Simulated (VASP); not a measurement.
Set up this calculation in VASP 6.6.1, as the native input.

- Task: single point
- Functional: PBE
- Potentials or basis: VASP PAW PBE potentials, release 64 (Li_sv, F)
- Cutoff: 520 eV
- k mesh: 6 × 6 × 6
- Occupations: gaussian, width 0.01 eV
- Spin: no spin polarisation
- Dipole correction: no
- Further INCAR settings: ALGO = Normal; EDIFF = 1e-06; NBANDS = 12

The structure of LiF (Griceite) lies in POSCAR:

```
LiF
1.0
    0.0000000000      2.0275777755      2.0275777755
    2.0275777755      0.0000000000      2.0275777755
    2.0275777755      2.0275777755      0.0000000000
Li F
1 1
Direct
    0.0000000000      0.0000000000      0.0000000000
    0.5000000000      0.5000000000      0.5000000000
```

This cell differs from its parent crystal: volume changed by +5%.

These files were run (other wordings do the same):

INCAR

```
SYSTEM = LiF
PREC = Accurate
ENCUT = 520
EDIFF = 1E-6
ISMEAR = 0
SIGMA = 0.01
LREAL = .False.
LASPH = .True.
NELM = 60
ALGO = Normal
ISIF = 2
LWAVE = .False.
LCHARG = .False.
GGA = PE
NBANDS = 12
```

KPOINTS

```
Automatic mesh
0
Gamma
  6 6 6
  0 0 0
```

Potentials or basis: VASP PAW PBE potentials, release 64 (Li_sv, F).

The run is started by

```bash
$ cat potpaw_PBE.64/Li_sv/POTCAR potpaw_PBE.64/F/POTCAR > POTCAR
$ mpirun -np 1 vasp_std > vasp.out
```

It gave:

* Band gap on the k mesh: 8.91 eV, direct

Caveat: the k points lie up to 0.45 Å⁻¹ apart.

Run time: 5.1 s on 1 thread of Intel Xeon 8259CL, on a shared host, peak memory 0.13 GiB.
